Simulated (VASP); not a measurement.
# Na (C2/m) in VASP: notebook

The runs below take Na through single point, with LDA.

Everything below comes from runs of VASP 6.6.1. Logs are shortened: lines on timing, memory, paths and dates and some standing lists are left out, and cuts for length are marked.

### Step 1. The cell of the first run

It takes space group C2/m (No. 12, monoclinic). Conventional cell: a = 4.855 Å, b = 5.133 Å, c = 3.328 Å, α = 90.00°, β = 132.01°, γ = 90.00°. Na (site symmetry 2/m) has 12 Na at 3.33 to 3.61 Å within 4.4 Å.

### Step 2. Single point, LDA

Input file INCAR:

```
SYSTEM = Na
ALGO = Fast
EDIFF = 1E-6
ENCUT = 520
ISIF = 2
ISMEAR = 0
LASPH = .True.
LCHARG = .False.
LREAL = .False.
LWAVE = .False.
NBANDS = 10
NELM = 80
PREC = Accurate
SIGMA = 0.15
```

Input file KPOINTS:

```
k-points
0
Gamma
  18 18 18
  0 0 0
```

Input file POSCAR:

```
Na
1.0
   -1.8846871338      1.7448726322      2.4785298014
    1.7448726322     -1.8846871338      2.4785298014
    1.7851231502      1.7851231502     -2.5780937850
Na
1
Direct
    0.0000000000      0.0000000000      0.0000000000
```

Potentials or basis: VASP PAW LDA potentials, release 64 (Na_pv).

Started as:

```console
cat potpaw_LDA.64/Na_pv/POTCAR > POTCAR
mpirun -np 1 vasp_std > vasp.out
```

OUTCAR:

```text
SYSTEM = Na
   EDIFF = 1E-6
   ENCUT = 520
   ISIF = 2
   ISMEAR = 0
   LASPH = .True.
   LREAL = .False.
   NELM = 80
   PREC = Accurate

 ion  position               nearest neighbor table
   1  0.000  0.000  0.000-

  Warning from LATTYP: Got some problem with cell dimensions!
  Tried to take original basis but could not verify dimensions!
  LATTYP: Found a base centered monoclinic cell.
 ALAT       =     4.8554481358
 B/A-ratio  =     1.0571573422
 C/A-ratio  =     0.6853529737
 COS(beta)  =    -0.6693207531

  Lattice vectors:

 A1 = (  -3.5299957824,   0.0995639836,   0.0995639836)
 A2 = (   0.0995639836,  -3.5299957824,   0.0995639836)
 A3 = (   1.6453086486,   1.6453086486,   2.3789658178)

Analysis of symmetry for initial positions (statically):
=====================================================================
 Subroutine PRICEL returns:
 Original cell was already a primitive cell.

 Routine SETGRP: Setting up the symmetry group for a
 base centered monoclinic supercell.

 Subroutine GETGRP returns: Found  4 space group operations
 (whereof  4 operations were pure point group operations)
 out of a pool of  4 trial point group operations.

The static configuration has the point symmetry C_2h.

Analysis of symmetry for dynamics (positions and initial velocities):
=====================================================================
 Subroutine PRICEL returns:
 Original cell was already a primitive cell.

 Routine SETGRP: Setting up the symmetry group for a
 base centered monoclinic supercell.

 Subroutine GETGRP returns: Found  4 space group operations
 (whereof  4 operations were pure point group operations)
 out of a pool of  4 trial point group operations.

The dynamic configuration has the point symmetry C_2h.

 Subroutine INISYM returns: Found  4 space group operations
 (whereof  4 operations are pure point group operations),
 and found     1 'primitive' translations

----------------------------------------------------------------------------------------

                                     Primitive cell

  volume of cell :      30.8095

  direct lattice vectors                    reciprocal lattice vectors
    -1.884687134  1.744872632  2.478529801     0.014100153  0.289615660  0.210298838
     1.744872632 -1.884687134  2.478529801     0.289615660  0.014100153  0.210298838
     1.785123150  1.785123150 -2.578093785     0.291986543  0.291986543  0.016471036

  length of vectors
     3.569276687  3.569276687  3.608309422     0.358192191  0.358192191  0.413259698

  position of ions in fractional coordinates (direct lattice)
     0.000000000  0.000000000  0.000000000

  ion indices of the primitive-cell ions
   primitive index   ion index
                 1           1

----------------------------------------------------------------------------------------

 KPOINTS: k-points

Automatic generation of k-mesh.
 Grid dimensions read from file:
 generate k-points for:   18   18   18

 Generating k-lattice:

  Cartesian coordinates                     Fractional coordinates (reciprocal lattice)
     0.000783342  0.016089759  0.011683269     0.055555556 -0.000000000  0.000000000
     0.016089759  0.000783342  0.011683269    -0.000000000  0.055555556  0.000000000
     0.016221475  0.016221475  0.000915058    -0.000000000 -0.000000000  0.055555556

  Length of vectors
     0.019899566  0.019899566  0.022958872

  Shift w.r.t. Gamma in fractional coordinates (k-lattice)
     0.000000000  0.000000000  0.000000000

 Subroutine IBZKPT returns following result:
 ===========================================

 Found   1550 irreducible k-points:

 Following reciprocal coordinates:
            Coordinates               Weight
  0.000000  0.000000  0.000000      1.000000
  0.055556  0.000000  0.000000      4.000000
  0.111111  0.000000  0.000000      4.000000
  0.166667  0.000000  0.000000      4.000000
  0.222222 -0.000000  0.000000      4.000000
  0.277778  0.000000  0.000000      4.000000
[... 16 lines left out ...]
 -0.277778  0.055556  0.000000      4.000000
 -0.222222  0.055556  0.000000      4.000000
 [... further k-points ...]
   k-points           NKPTS =   1550   k-points in BZ     NKDIM =   1550   number of bands    NBANDS=     10
   number of dos      NEDOS =    301   number of ions     NIONS =      1
   total plane-waves  NPLWV =  21952
   dimension x,y,z NGX =    28 NGY =   28 NGZ =   28
   dimension x,y,z NGXF=    56 NGYF=   56 NGZF=   56
   ions per type =               1
   NGX,Y,Z   is equivalent  to a cutoff of  13.04, 13.04, 12.90 a.u.
   NGXF,Y,Z  is equivalent  to a cutoff of  26.08, 26.08, 25.80 a.u.
 SYSTEM =  Na
   PREC   = accura    normal or accurate (medium, high low for compatibility)
   ISTART =      0    job   : 0-new  1-cont  2-samecut
   ICHARG =      2    charge: 1-file 2-atom 10-const
   ISPIN  =      1    spin polarized calculation?
   LNONCOLLINEAR =      F non collinear calculations
   LSORBIT =      F    spin-orbit coupling
   LASPH  =      T    aspherical Exc in radial PAW
   ENCUT  =  520.0 eV  38.22 Ry    6.18 a.u.   6.64  6.64  6.71*2*pi/ulx,y,z
   NELM   =     80;   NELMIN=  2; NELMDL= -5     # of ELM steps
   EDIFF  = 0.1E-05   stopping-criterion for ELM
   LREAL  =      F    real-space projection
[... 7 lines left out ...]
   TEBEG  =    0.0;   TEEND  =   0.0 temperature during run
   PSTRESS=    0.0 pullay stress
   NELECT =       7.0000    total number of electrons
   NUPDOWN=      -1.0000    fix difference up-down
   EMIN   =  10.00;   EMAX   =-10.00  energy-range for DOS
   EFERMI =   0.00;   METHOD = LEGACY
   ISMEAR =     0;   SIGMA  =   0.15  broadening in eV -4-tet -1-fermi 0-gaus
   EFERMI_NEDOS =   21; number of points for ismear=-14 and -15
   IALGO  =     68    algorithm
   IMIX   =      4    mixing-type and parameters
     AMIX     =   0.40;   BMIX     =  1.00
     AMIX_MAG =   1.60;   BMIX_MAG =  1.00
  volume/ion in A,a.u.               =      30.81       207.91
  Fermi-wavevector in a.u.,A,eV,Ry     =   0.998955  1.887750 13.577394  0.997910
  Thomas-Fermi vector in A             =   2.131213
   LORBIT       =      0    0 simple, 1 ext, 2 COOP (PROOUT), +10 PAW based schemes
   GGA     = CA    functional components
   LHFCALC =     F    Hartree Fock is set to
   AEXX    =    0.0000 exact exchange contribution
   IVDW    =     0    specifies the selected vdW correction
   LEPSILON=     F    determine dielectric tensor
   LRPA    =     F    only Hartree local field effects (RPA)
 non-spin polarized calculation
 RMM-DIIS sequential band-by-band and
 Gauss-broadening in eV      SIGMA  =   0.15
  energy-cutoff  :      520.00
  volume of cell :       30.81
 maximum number of plane-waves:       848
   NGX = 13   NGY = 13   NGZ = 13

 number of electron       6.9999995 magnetization

 Free energy of the ion-electron system (eV)
  ---------------------------------------------------
  ext. energy  EPLUGINS =         0.00000000
  ---------------------------------------------------
  free energy    TOTEN  =        -1.44495605 eV

  energy without entropy =       -1.44007303  energy(sigma->0) =       -1.44251454

 E-fermi :   0.7442     XC(G=0):  -7.2687

 val. band max:        0.7424067186   @ k =  -0.2222   0.5000   0.3333
 cond. band min:       0.7474169056   @ k =   0.4444   0.0556   0.2222
 fundamental gap:      0.0050101870
 Fermi energy:         0.7441854838

 k-point     1 :       0.0000    0.0000    0.0000
  band No.  band energies     occupation
      1     -24.0901      2.00000
      2     -24.0898      2.00000
      3     -24.0885      2.00000
      4      -2.9658      2.00000
      5      12.1022      0.00000
      6      12.7002      0.00000
      7      13.7267      0.00000
      8      13.9739      0.00000
      9      14.0413      0.00000
     10      15.7618      0.00000

 k-point     2 :       0.0556    0.0000    0.0000
  band No.  band energies     occupation
      1     -24.0915      2.00000
      2     -24.0900      2.00000
      3     -24.0899      2.00000
      4      -2.9036      2.00000
      5      12.0125      0.00000
      6      12.2625      0.00000
      7      13.2716      0.00000
      8      13.9400      0.00000
      9      14.2241      0.00000
     10      16.0022      0.00000

 k-point     3 :       0.1111    0.0000    0.0000
  band No.  band energies     occupation
      1     -24.0985      2.00000
      2     -24.0915      2.00000
      3     -24.0905      2.00000
      4      -2.7177      2.00000
      5      11.0539      0.00000
      6      11.8178      0.00000
      7      12.6830      0.00000
      8      13.9859      0.00000
      9      14.6871      0.00000
     10      15.9344      0.00000

 k-point     4 :       0.1667    0.0000    0.0000
  band No.  band energies     occupation
      1     -24.1094      2.00000
      2     -24.0934      2.00000
      3     -24.0913      2.00000
      4      -2.4096      2.00000
      5       9.5847      0.00000
      6      11.6182      0.00000
      7      12.3146      0.00000
      8      13.7799      0.00000
      9      15.1986      0.00000
     10      15.3238      0.00000

 k-point     5 :       0.2222   -0.0000    0.0000
  band No.  band energies     occupation
      1     -24.1228      2.00000
      2     -24.0957      2.00000
      3     -24.0922      2.00000
      4      -1.9822      2.00000
      5       8.1100      0.00000
      6      11.4616      0.00000
      7      12.0529      0.00000
      8      13.4883      0.00000
      9      14.5720      0.00000
     10      15.3208      0.00000

 k-point     6 :       0.2778    0.0000    0.0000
  band No.  band energies     occupation
      1     -24.1369      2.00000
      2     -24.0982      2.00000
      3     -24.0932      2.00000
      4      -1.4389      2.00000
      5       6.6917      0.00000
      6      11.3643      0.00000
      7      11.8729      0.00000
      8      13.2322      0.00000
      9      13.9842      0.00000
     10      14.6982      0.00000
[... 183 lines left out ...]
 k-point    21 :      -0.3889    0.0556    0.0000
  band No.  band energies     occupation
      1     -24.1543      2.00000
      2     -24.1030      2.00000
      3     -24.0961      2.00000
      4      -0.2977      2.00000
      5       4.6393      0.00000
      6      10.7147      0.00000
      7      11.0250      0.00000
      8      12.4965      0.00000
      9      14.1022      0.00000
     10      14.4984      0.00000

 k-point    22 :      -0.3333    0.0556    0.0000
  band No.  band energies     occupation
      1     -24.1422      2.00000
      2     -24.1008      2.00000
      3     -24.0955      2.00000
      4      -1.0152      2.00000
      5       5.9218      0.00000
      6      10.6920      0.00000
      7      11.1710      0.00000
      8      12.7308      0.00000
      9      14.3314      0.00000
     10      15.0597      0.00000

 k-point    23 :      -0.2778    0.0556    0.0000
  band No.  band energies     occupation
      1     -24.1287      2.00000
      2     -24.0982      2.00000
      3     -24.0946      2.00000
      4      -1.6244      2.00000
      5       7.2832      0.00000
      6      10.7375      0.00000
      7      11.3685      0.00000
      8      13.1277      0.00000
      9      14.5852      0.00000
     10      15.7338      0.00000

 k-point    24 :      -0.2222    0.0556    0.0000
  band No.  band energies     occupation
      1     -24.1153      2.00000
      2     -24.0955      2.00000
      3     -24.0935      2.00000
      4      -2.1202      2.00000
      5       8.6997      0.00000
      6      10.8618      0.00000
      7      11.6470      0.00000
      8      13.6396      0.00000
      9      14.8594      0.00000
     10      16.3237      0.00000

 [... further k-points ...]

------------------------ aborting loop because EDIFF is reached ----------------------------------------

  FORCE on cell =-STRESS in cart. coord.  units (eV):
  Direction    XX          YY          ZZ          XY          YZ          ZX
  --------------------------------------------------------------------------------------
  -------------------------------------------------------------------------------------
  Total        0.1287228      0.1287228      0.1543198      0.0282898      0.1026450      0.1026450
  in kB        6.6939222      6.6939222      8.0250377      1.4711415      5.3378119      5.3378118
  external PRESSURE =       7.1376274 kB  Pullay stress =       0.0000000 kB

 VOLUME and BASIS-vectors are now :
 -----------------------------------------------------------------------------
  energy-cutoff  :      520.00
  volume of cell :       30.81
      direct lattice vectors                 reciprocal lattice vectors
    -1.884687134  1.744872632  2.478529801     0.014100153  0.289615660  0.210298838
     1.744872632 -1.884687134  2.478529801     0.289615660  0.014100153  0.210298838
     1.785123150  1.785123150 -2.578093785     0.291986543  0.291986543  0.016471036

 POSITION                                       TOTAL-FORCE (eV/Angst)
 -----------------------------------------------------------------------------------
      0.00000      0.00000      0.00000        -0.000000     -0.000000      0.000000
 -----------------------------------------------------------------------------------
    total drift:                               -0.000000     -0.000000     -0.000000

  FREE ENERGIE OF THE ION-ELECTRON SYSTEM (eV)
  ---------------------------------------------------
  free  energy   TOTEN  =        -1.4449560479 eV

  energy  without entropy=       -1.4400730328  energy(sigma->0) =       -1.44251454
```

It took 2.6 min on 1 thread of Intel Xeon 6975P-C (Granite Rapids), shared host; peak memory 0.45 GiB.

Results:

- Free energy: -1.4450 eV
- Pressure: 0.7 GPa
- Band gap on the k mesh: zero (an odd number of electrons rules out a gap without spin polarisation)

Stress tensor (GPa, compression positive):
```
0.67 0.15 0.53
0.15 0.67 0.53
0.53 0.53 0.80
```

Levels at points of the mesh, in eV from the Fermi level:
```csv
k point,band 1,band 2,band 3,band 4,band 5,band 6
"(0.00, 0.00, 0.00)",-24.83,-24.83,-24.83,-3.71,11.36,11.96
"(0.50, 0.00, 0.00)",-24.91,-24.85,-24.84,0.82,1.38,10.64
"(0.50, 0.50, 0.00)",-24.90,-24.86,-24.85,1.62,2.22,6.93
"(0.00, 0.00, 0.50)",-24.91,-24.86,-24.86,2.30,2.84,6.57
"(0.50, 0.00, 0.50)",-24.90,-24.84,-24.84,0.38,0.84,10.61
"(0.50, 0.50, 0.50)",-24.91,-24.86,-24.85,2.04,2.61,6.79
```

(Part 1 of 3 ends here.)
